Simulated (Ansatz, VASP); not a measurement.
# CuAu: VASP beside Ansatz

File INCAR:

```
SYSTEM = CuAu
  ALGO = Normal
  EDIFF = 1E-6
  EDIFFG = -0.01
  ENCUT = 600
  GGA = PE
  IBRION = 2
  ISIF = 3
  ISMEAR = -1
  LASPH = .True.
  LCHARG = .False.
  LREAL = .False.
  LWAVE = .False.
  NELM = 80
  NSW = 80
  PREC = Accurate
  SIGMA = 0.1
```

File KPOINTS:

```
k-points
0
Gamma
  11 11 9
  0 0 0
```

The input POSCAR:

```
CuAu
1.0
    2.8107494600      0.0000000000      0.0000000000
    0.0000000000      2.8107494600      0.0000000000
    0.0000000000      0.0000000000      3.6850000000
Cu Au
1 1
Direct
    0.5000000000      0.5000000000      0.5000000000
    0.0000000000      0.0000000000      0.0000000000
```

Input for Ansatz:

```yaml
crystal:
  lattice:
    - [2.81074946, 0.0, 0.0]
    - [0.0, 2.81074946, 0.0]
    - [0.0, 0.0, 3.685]
  atoms:
    - { symbol: Cu, position: [0.5, 0.5, 0.5] }
    - { symbol: Au, position: [0.0, 0.0, 0.0] }
  symmetry: { tolerance: 0.0003 }
hamiltonian:
  xc: pbe
  pseudopotentials: { kind: paw, azcp: { folder: soft_1 } }
basis:
  ecutwfc: 420
magnetization:
  spin_polarized: false
scf:
  occupations: { method: fermi_dirac, width: 0.1 }
kpoints:
  mp_grid: { grid: [11, 11, 9], shift: [0, 0, 0] }
output:
  forces: true
  stress: true
  eigenvalues: true
relax:
  max_steps: 60
  cell: {}
```

Alike in both runs: task relaxation of cell and atoms; functional PBE; k mesh 11 × 11 × 9; occupations fermi-dirac, width 0.1 eV; no spin polarisation.

|  | VASP | Ansatz |
| --- | --- | --- |
| version | VASP 6.6.1 | Ansatz 0.2.0 |
| potentials or method | VASP PAW PBE potentials, release 64 (Cu, Au), cutoff 600 eV | PAW plane waves |
| valence electrons in the cell | 22 | 38 |

VASP gave:

* gap on the k mesh at the Fermi level, each at its own relaxed structure (eV): none
* relaxed volume (Å³/atom): 15.01
* relaxed cell length with the largest relative difference (Å): 3.721

**Question.** Estimate Ansatz's values.

**Answer.** gap on the k mesh at the Fermi level, each at its own relaxed structure (eV): none; relaxed volume (Å³/atom): 15.00; relaxed cell length with the largest relative difference (Å): 3.702.

A gap of «none» marks a metal or a gap that the smearing closes. VASP's potentials hold 22 valence electrons a cell and Ansatz's 38, so a difference there can come from the potentials and not from the codes.

Spin-orbit coupling is off throughout.
